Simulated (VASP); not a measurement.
Here is a VASP 6.6.1 calculation.

File INCAR:

```
SYSTEM = CrO2
ALGO     = Normal         ! electronic algorithm
EDIFF    = 1E-6           ! SCF threshold, eV
ENCUT    = 520            ! plane-wave cutoff, eV
GGA      = PE             ! functional
ISIF     = 2              ! what is computed and relaxed
ISMEAR   = -1             ! smearing method
ISPIN    = 2              ! spin polarisation
LASPH    = .True.         ! aspherical terms in the spheres
LCHARG   = .False.        ! write CHGCAR
LMAXMIX  = 4              ! l up to which the mixer works
LORBIT   = 11             ! projections on sites
LREAL    = .False.        ! projectors in reciprocal space
LWAVE    = .False.        ! write WAVECAR
MAGMOM   = 3 3 0 0 0 0    ! initial moments
NBANDS   = 37             ! bands
NELM     = 150            ! most SCF steps
PREC     = Accurate       ! precision mode
SIGMA    = 0.05           ! smearing width, eV
```

File KPOINTS:

```
k-points
0
Gamma
  6 6 9
  0 0 0
```

File POSCAR:

```
CrO2
1.0
    4.4791777243      0.0000000000      0.0000000000
    0.0000000000      4.4791777243      0.0000000000
    0.0000000000      0.0000000000      2.9553859809
Cr O
2 4
Direct
    0.5000000000      0.5000000000      0.5000000000
    0.0000000000      0.0000000000      0.0000000000
    0.8010000000      0.1990000000      0.5000000000
    0.6990000000      0.6990000000      0.0000000000
    0.1990000000      0.8010000000      0.5000000000
    0.3010000000      0.3010000000      0.0000000000
```

Potentials or basis: VASP PAW PBE potentials, release 64 (Cr_pv, O).

The run is started by

```console
$ cat potpaw_PBE.64/Cr_pv/POTCAR potpaw_PBE.64/O/POTCAR > POTCAR
$ mpirun -np 1 vasp_std > vasp.out
```

Task: Predict the net moment.

Result: 4.00 μB per cell.

Task: Predict the pressure.

Result: -6.2 GPa.

Task: Estimate the site moments.

Result: Cr +2.13; O -0.09 μB.

Forces in eV/Å, atoms in the order of the input:
```
Cr   0.000  0.000  0.000
Cr   0.000  0.000  0.000
O    0.234 -0.234  0.000
O   -0.234 -0.234  0.000
O   -0.234  0.234  0.000
O    0.234  0.234  0.000
```

Caveat: the cell stands under tension; the run started ferromagnetic, and an antiferromagnetic order may lie lower in energy.
